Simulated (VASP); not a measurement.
Ni:

```
Ni
1.0
     2.44802    0.00000    0.00000
    -1.22401    2.12005    0.00000
     0.00000    0.00000    4.07281
Ni
2
Direct
  0.66667 0.33333 0.75000
  0.33333 0.66667 0.25000
```

* Program: VASP 6.6.1
* Task: relaxation of cell and atoms
* Functional: PBEsol
* Dispersion: D3(BJ)
* Potentials or basis: VASP PAW PBE potentials, release 64 (Ni)
* Cutoff: 600 eV
* k mesh: 12 × 12 × 7
* Occupations: fermi-dirac, width 0.05 eV
* Spin: collinear spin, ferromagnetic start
* Starting moments: [1.0, 1.0] μB

At the start: pressure -9.7 GPa; volume 10.57 Å³/atom.

Problem. How do energy, volume and symmetry change on relaxing?

Solution. Over 10 steps the energy falls by 16.0 meV/atom and the volume is 10.10 Å³/atom (-4.4 %); space group P6_3/mmc (No. 194, to 0.05 Å); moment 1.24 μB per cell.

The path:
| step | energy change (eV) | largest force (eV/Å) | pressure (GPa) | volume (Å³) |
| --- | --- | --- | --- | --- |
| 1 | 0.0000 | 0.0000 | -9.75 | 21.14 |
| 2 | 0.0083 | 0.0000 | 13.73 | 19.23 |
| 3 | -0.0309 | 0.0000 | 0.15 | 20.21 |
| 4 | -0.0309 | 0.0000 | 0.36 | 20.19 |
| 5 | -0.0319 | 0.0000 | 0.17 | 20.20 |
| 6 | -0.0319 | 0.0000 | 0.19 | 20.20 |
| 7 | -0.0319 | 0.0000 | 0.18 | 20.20 |
| 8 | -0.0319 | 0.0000 | 0.16 | 20.20 |
| 9 | -0.0319 | 0.0000 | 0.17 | 20.20 |
| 10 | -0.0319 | 0.0000 | 0.13 | 20.20 |

Final structure:
```xyz
2
Lattice="2.4240 0.0000 0.0000 -1.2120 2.0993 0.0000 0.0000 0.0000 3.9702" Properties=species:S:1:pos:R:3 pbc="T T T"
Ni    1.2120    0.6998    2.9776
Ni    0.0000    1.3995    0.9925
```

Caveat: the PAW data sets were made with another functional, which shifts forces and pressure a little; pairwise dispersion overbinds metals, which lowers pressure and volume.
